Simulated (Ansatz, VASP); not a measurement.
## Si2Se: VASP beside Ansatz

```
CELL_PARAMETERS angstrom
0.00000 3.74387 3.74387
3.74387 0.00000 3.74387
3.74387 3.74387 0.00000
ATOMIC_POSITIONS crystal
Si 0.62500 0.62500 0.62500
Si 0.12500 0.62500 0.62500
Si 0.62500 0.62500 0.12500
Si 0.62500 0.12500 0.62500
Se 0.00000 0.00000 0.00000
Se 0.25000 0.25000 0.25000
```

Alike in both runs: functional PBE; k mesh 4 × 4 × 4; occupations gaussian, width 0.1 eV; no spin polarisation.

Ansatz relaxed the structure, and its values are those at the end. VASP's run is a single point on that final structure, the one shown.

|  | VASP | Ansatz |
| --- | --- | --- |
| version | VASP 6.6.1 | Ansatz 0.2.0 |
| potentials or method | VASP PAW PBE potentials, release 64 (Si, Se), cutoff 520 eV | scalar-relativistic, plane waves, PAW |
| valence electrons in the cell | 28 | 48 |

|  | VASP | Ansatz | Ansatz less VASP |
| --- | --- | --- | --- |
| gap on the k mesh at the Fermi level (eV) | none | none | - |
| pressure (GPa) | 0.2 | 0.1 | -0.01 |

A gap of «none» marks a metal or a gap that the smearing closes. With one functional, cell and mesh, what is left measures potentials, basis and numerics. VASP's potentials hold 28 valence electrons a cell and Ansatz's 48, so a difference there can come from the potentials and not from the codes.

The k mesh is coarse, so the values compare programs but aren't converged.
